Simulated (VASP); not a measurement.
# I (Pm-3m) in VASP: notebook

Runs on I. Level: PBE. Tasks: single point, relaxation of cell and atoms.

Program: VASP 6.6.1. These are calculated values, not measurements. Logs are shortened: lines on timing, memory, paths and dates and some standing lists are left out, and cuts for length are marked.

## Step 1: The cell of the first run

The structure is cubic, space group Pm-3m (No. 221). Conventional cell: a = 3.194 Å, b = 3.194 Å, c = 3.194 Å, α = 90.00°, β = 90.00°, γ = 90.00°. I (site symmetry m-3m) has 6 I at 3.19 Å within 4.2 Å.

## Step 2: Single point, PBE (32.58 Å³/atom)

File INCAR:

```
SYSTEM = I
ALGO     = Normal         ! electronic algorithm
EDIFF    = 1E-6           ! SCF threshold, eV
ENCUT    = 520            ! plane-wave cutoff, eV
GGA      = PE             ! functional
ISIF     = 2              ! what is computed and relaxed
ISMEAR   = -1             ! smearing method
LASPH    = .TRUE.         ! aspherical terms in the spheres
LCHARG   = .FALSE.        ! write CHGCAR
LREAL    = .FALSE.        ! projectors in reciprocal space
LWAVE    = .FALSE.        ! write WAVECAR
NBANDS   = 10             ! bands
NELM     = 80             ! most SCF steps
PREC     = Accurate       ! precision mode
SIGMA    = 0.1            ! smearing width, eV
```

File KPOINTS:

```
k-points
0
G
  11 11 11
  0 0 0
```

File POSCAR:

```
I
1.0
    3.1938051462      0.0000000000      0.0000000000
    0.0000000000      3.1938051462      0.0000000000
    0.0000000000      0.0000000000      3.1938051462
I
1
Direct
    0.0000000000      0.0000000000      0.0000000000
```

Potentials or basis: VASP PAW PBE potentials, release 64 (I).

On the command line:

```sh
$ cat potpaw_PBE.64/I/POTCAR > POTCAR
$ mpirun -np 1 vasp_std > vasp.out
```

OUTCAR:

```text
SYSTEM = I
   EDIFF = 1E-6
   ENCUT = 520
   GGA = PE
   ISIF = 2
   ISMEAR = -1
   LASPH = .TRUE.
   LREAL = .FALSE.
   NELM = 80
   PREC = Accurate

 ion  position               nearest neighbor table
   1  0.000  0.000  0.000-

  LATTYP: Found a simple cubic cell.
 ALAT       =     3.1938051462

  Lattice vectors:

 A1 = (   3.1938051462,   0.0000000000,   0.0000000000)
 A2 = (   0.0000000000,   3.1938051462,   0.0000000000)
 A3 = (   0.0000000000,   0.0000000000,   3.1938051462)

Analysis of symmetry for initial positions (statically):
=====================================================================
 Subroutine PRICEL returns:
 Original cell was already a primitive cell.

 Routine SETGRP: Setting up the symmetry group for a
 simple cubic supercell.

 Subroutine GETGRP returns: Found 48 space group operations
 (whereof 48 operations were pure point group operations)
 out of a pool of 48 trial point group operations.

The static configuration has the point symmetry O_h .

Analysis of symmetry for dynamics (positions and initial velocities):
=====================================================================
 Subroutine PRICEL returns:
 Original cell was already a primitive cell.

 Routine SETGRP: Setting up the symmetry group for a
 simple cubic supercell.

 Subroutine GETGRP returns: Found 48 space group operations
 (whereof 48 operations were pure point group operations)
 out of a pool of 48 trial point group operations.

The dynamic configuration has the point symmetry O_h .

 Subroutine INISYM returns: Found 48 space group operations
 (whereof 48 operations are pure point group operations),
 and found     1 'primitive' translations

----------------------------------------------------------------------------------------

                                     Primitive cell

  volume of cell :      32.5781

  direct lattice vectors                    reciprocal lattice vectors
     3.193805146  0.000000000  0.000000000     0.313106140  0.000000000  0.000000000
     0.000000000  3.193805146  0.000000000     0.000000000  0.313106140  0.000000000
     0.000000000  0.000000000  3.193805146     0.000000000  0.000000000  0.313106140

  length of vectors
     3.193805146  3.193805146  3.193805146     0.313106140  0.313106140  0.313106140

  position of ions in fractional coordinates (direct lattice)
     0.000000000  0.000000000  0.000000000
[... 79 lines left out ...]
   NSW    =      0    number of steps for IOM
   IBRION =     -1    ionic relax: 0-MD 1-quasi-New 2-CG
   NFREE  =      0    steps in history (QN), initial steepest desc. (CG)
   ISIF   =      2    stress and relaxation
   ISYM   =      2    0-nonsym 1-usesym 2-fastsym
   POTIM  = 0.5000    time-step for ionic-motion
   TEBEG  =    0.0;   TEEND  =   0.0 temperature during run
   PSTRESS=    0.0 pullay stress
   NELECT =       7.0000    total number of electrons
   NUPDOWN=      -1.0000    fix difference up-down
   EMIN   =  10.00;   EMAX   =-10.00  energy-range for DOS
   EFERMI =   0.00;   METHOD = LEGACY
   ISMEAR =    -1;   SIGMA  =   0.10  broadening in eV -4-tet -1-fermi 0-gaus
   EFERMI_NEDOS =   21; number of points for ismear=-14 and -15
   IALGO  =     38    algorithm
   IMIX   =      4    mixing-type and parameters
     AMIX     =   0.40;   BMIX     =  1.00
     AMIX_MAG =   1.60;   BMIX_MAG =  1.00
  volume/ion in A,a.u.               =      32.58       219.85
  Fermi-wavevector in a.u.,A,eV,Ry     =   0.980541  1.852954 13.081467  0.961461
  Thomas-Fermi vector in A             =   2.111479
   LORBIT       =      0    0 simple, 1 ext, 2 COOP (PROOUT), +10 PAW based schemes
   GGA     = PE    functional components
   LHFCALC =     F    Hartree Fock is set to
   AEXX    =    0.0000 exact exchange contribution
   IVDW    =     0    specifies the selected vdW correction
   LEPSILON=     F    determine dielectric tensor
   LRPA    =     F    only Hartree local field effects (RPA)
 non-spin polarized calculation
  energy-cutoff  :      520.00
  volume of cell :       32.58
 maximum number of plane-waves:       897
 NGX is ok and might be reduce to    24
   NGX = 11   NGY = 11   NGZ = 11

 number of electron       7.0000001 magnetization

 Free energy of the ion-electron system (eV)
  ---------------------------------------------------
  ext. energy  EPLUGINS =         0.00000000
  ---------------------------------------------------
  free energy    TOTEN  =        -0.98488441 eV

  energy without entropy =       -0.95377544  energy(sigma->0) =       -0.96932992

 E-fermi :   6.4313     XC(G=0):  -9.2471

 val. band max:        6.4291169868   @ k =   0.4545   0.0909   0.0000
 cond. band min:       6.4685680458   @ k =   0.4545   0.0909   0.0909
 fundamental gap:      0.0394510590
 Fermi energy:         6.4313495505

 k-point     1 :       0.0000    0.0000    0.0000
  band No.  band energies     occupation
      1      -8.8103      2.00000
      2       6.1529      1.88370
      3       6.1529      1.88370
      4       6.1529      1.88370
      5      12.2007      0.00000
      6      12.2235      0.00000
      7      12.2235      0.00000
      8      23.4760      0.00000
      9      23.4760      0.00000
     10      23.4760      0.00000
[... 287 lines left out ...]
 k-point    24 :       0.2727    0.0909    0.0909
  band No.  band energies     occupation
      1      -7.9581      2.00000
      2       2.1602      2.00000
      3       5.9553      1.98302
      4       5.9797      1.97839
      5      14.0180      0.00000
      6      14.0719      0.00000
      7      16.5884      0.00000
      8      17.2198      0.00000
      9      19.1825      0.00000
     10      21.0255      0.00000

 [... further k-points ...]

------------------------ aborting loop because EDIFF is reached ----------------------------------------

  FORCE on cell =-STRESS in cart. coord.  units (eV):
  Direction    XX          YY          ZZ          XY          YZ          ZX
  --------------------------------------------------------------------------------------
  -------------------------------------------------------------------------------------
  Total        2.1600391      2.1600391      2.1600391      0.0000000     -0.0000000     -0.0000000
  in kB      106.2299407    106.2299407    106.2299407      0.0000000     -0.0000000     -0.0000000
  external PRESSURE =     106.2299407 kB  Pullay stress =       0.0000000 kB

 VOLUME and BASIS-vectors are now :
 -----------------------------------------------------------------------------
  energy-cutoff  :      520.00
  volume of cell :       32.58
      direct lattice vectors                 reciprocal lattice vectors
     3.193805146  0.000000000  0.000000000     0.313106140  0.000000000  0.000000000
     0.000000000  3.193805146  0.000000000     0.000000000  0.313106140  0.000000000
     0.000000000  0.000000000  3.193805146     0.000000000  0.000000000  0.313106140

 POSITION                                       TOTAL-FORCE (eV/Angst)
 -----------------------------------------------------------------------------------
      0.00000      0.00000      0.00000         0.000000      0.000000      0.000000
 -----------------------------------------------------------------------------------
    total drift:                               -0.000000      0.000000      0.000000

  FREE ENERGIE OF THE ION-ELECTRON SYSTEM (eV)
  ---------------------------------------------------
  free  energy   TOTEN  =        -0.9848844067 eV

  energy  without entropy=       -0.9537754403  energy(sigma->0) =       -0.96932992
```

stdout:

```text
POSCAR found type information on POSCAR I
 POSCAR found :  1 types and       1 ions
 scaLAPACK will be used
 LDA part: xc-table for (Slater+PW92), standard interpolation
 POSCAR, INCAR and KPOINTS ok, starting setup
 FFT: planning ... GRIDC
 FFT: planning ... GRID_SOFT
 FFT: planning ... GRID
 WAVECAR not read
 entering main loop
```

Wall time 16 s (1 thread of Intel Xeon 8259CL, shared host); peak memory 0.15 GiB.

What came out:

- Free energy: -0.9849 eV
- Pressure: 10.6 GPa
- Band gap on the k mesh: zero (an odd number of electrons rules out a gap without spin polarisation)

Levels at points of the mesh, in eV from the Fermi level:
| k point | band 1 | band 2 | band 3 | band 4 | band 5 | band 6 | band 7 | band 8 |
| --- | --- | --- | --- | --- | --- | --- | --- | --- |
| (0.00, 0.00, 0.00) | -15.24 | -0.28 | -0.28 | -0.28 | 5.77 | 5.79 | 5.79 | 17.04 |

Caveat: the cell stands under pressure; spin-orbit coupling is left out, which moves the levels of the heavy elements; an odd number of electrons without spin polarisation forces a metal; a magnetic or distorted state may lie lower.

## Step 3: Single point, PBE (36.75 Å³/atom)

This run uses another cell than the first one, of 36.75 Å³/atom.

File INCAR:

```
PREC     = Accurate       # precision mode
ENCUT    = 520            # plane-wave cutoff, eV
EDIFF    = 1E-6           # SCF threshold, eV
ISMEAR   = -1             # smearing method
SIGMA    = 0.1            # smearing width, eV
LREAL    = F              # projectors in reciprocal space
LASPH    = T              # aspherical terms in the spheres
NELM     = 60             # most SCF steps
ALGO     = Normal         # electronic algorithm
ISIF     = 2              # what is computed and relaxed
LWAVE    = F              # write WAVECAR
LCHARG   = T              # write CHGCAR
GGA      = PE             # functional
LELF     = T              # ELF
LVHAR    = T            
NBANDS   = 10             # bands
```

File KPOINTS:

```
regular mesh
0
Gamma
  11 11 11
```

File POSCAR:

```
I
1.0
    3.3248427209      0.0000000000      0.0000000000
    0.0000000000      3.3248427209      0.0000000000
    0.0000000000      0.0000000000      3.3248427209
I
1
Direct
    0.0000000000      0.0000000000      0.0000000000
```

Potentials or basis: VASP PAW PBE potentials, release 64 (I).

On the command line:

```sh
$ cat potpaw_PBE.64/I/POTCAR > POTCAR
$ mpirun -np 1 vasp_std > vasp.out
```

It took 32 s on 1 thread of Intel Xeon 8259CL, shared host; peak memory 0.16 GiB.

The run converged. Its results:

| Quantity | Value |
| --- | --- |
| Free energy | -1.1650 eV |
| Pressure | 3.9 GPa |
| Band gap on the k mesh | zero (an odd number of electrons rules out a gap without spin polarisation) |

Levels at points of the mesh, in eV from the Fermi level:
```csv
k point,band 1,band 2,band 3,band 4,band 5,band 6,band 7,band 8,band 9
"(0.00, 0.00, 0.00)",-14.28,-0.21,-0.21,-0.21,5.59,6.21,6.21,16.37,16.37
```

Caveat: the cell stands under pressure; spin-orbit coupling is left out, which moves the levels of the heavy elements; an odd number of electrons without spin polarisation forces a metal; a magnetic or distorted state may lie lower.

## Step 4: Single point, PBE

This run uses another cell than the first one, of 41.77 Å³/atom.

File INCAR:

```
SYSTEM = I
ALGO     = Normal         ! electronic algorithm
EDIFF    = 1E-6           ! SCF threshold, eV
ENCUT    = 520            ! plane-wave cutoff, eV
GGA      = PE             ! functional
ISIF     = 2              ! what is computed and relaxed
ISMEAR   = -1             ! smearing method
LASPH    = .True.         ! aspherical terms in the spheres
LCHARG   = .False.        ! write CHGCAR
LREAL    = .False.        ! projectors in reciprocal space
LWAVE    = .False.        ! write WAVECAR
NBANDS   = 10             ! bands
NELM     = 60             ! most SCF steps
PREC     = Accurate       ! precision mode
SIGMA    = 0.1            ! smearing width, eV
```

File KPOINTS:

```
k-points
0
Gamma
  11 11 11
  0 0 0
```

File POSCAR:

```
I
1.0
    3.4695798115      0.0000000000      0.0000000000
    0.0000000000      3.4695798115      0.0000000000
    0.0000000000      0.0000000000      3.4695798115
I
1
Direct
    0.0000000000      0.0000000000      0.0000000000
```

On the command line:

```sh
$ cat potpaw_PBE.64/I/POTCAR > POTCAR
$ mpirun -np 1 vasp_std > vasp.out
```

Wall time 29 s (1 thread of Intel Xeon 8259CL, shared host); peak memory 0.16 GiB.

The run converged. Its results:

| Quantity | Value |
| --- | --- |
| Free energy | -1.2183 eV |
| Pressure | 0.0 GPa |
| Band gap on the k mesh | zero (an odd number of electrons rules out a gap without spin polarisation) |

Levels at points of the mesh, in eV from the Fermi level:
| k point | band 2 | band 3 | band 4 | band 5 | band 6 | band 7 |
| --- | --- | --- | --- | --- | --- | --- |
| (0.00, 0.00, 0.00) | -0.15 | -0.15 | -0.15 | 5.44 | 6.60 | 6.60 |

Caveat: spin-orbit coupling is left out, which moves the levels of the heavy elements; an odd number of electrons without spin polarisation forces a metal; a magnetic or distorted state may lie lower.

## Step 5: Single point, PBE

This run uses another cell than the first one, of 41.77 Å³/atom.

File INCAR:

```
PREC = Accurate
ENCUT = 520
EDIFF = 1E-7
ISMEAR = -1
SIGMA = 0.1
LREAL = F
LASPH = T
NELM = 60
ALGO = Normal
ISIF = 2
LWAVE = F
LCHARG = F
GGA = PE
NBANDS = 10
```

File KPOINTS:

```
regular mesh
0
Gamma
  11 11 11
```

POSCAR is that of step 4.

On the command line:

```sh
$ cat potpaw_PBE.64/I/POTCAR > POTCAR
$ mpirun -np 1 vasp_std > vasp.out
```

Run time: 30 s. Hardware: 1 thread of Intel Xeon 8259CL, shared host; peak memory 0.16 GiB.

It converged, with:

```
Free energy            : -1.2183 eV
Pressure               : 0.0 GPa
Band gap on the k mesh : zero (an odd number of electrons rules out a gap without spin polarisation)
```

Levels at points of the mesh, in eV from the Fermi level:
| k point | band 1 | band 2 | band 3 | band 4 | band 5 | band 6 | band 7 | band 8 |
| --- | --- | --- | --- | --- | --- | --- | --- | --- |
| (0.00, 0.00, 0.00) | -13.43 | -0.15 | -0.15 | -0.15 | 5.44 | 6.60 | 6.60 | 15.70 |

Caveat: spin-orbit coupling is left out, which moves the levels of the heavy elements; an odd number of electrons without spin polarisation forces a metal; a magnetic or distorted state may lie lower.

(Continued in part 2 of 2.)
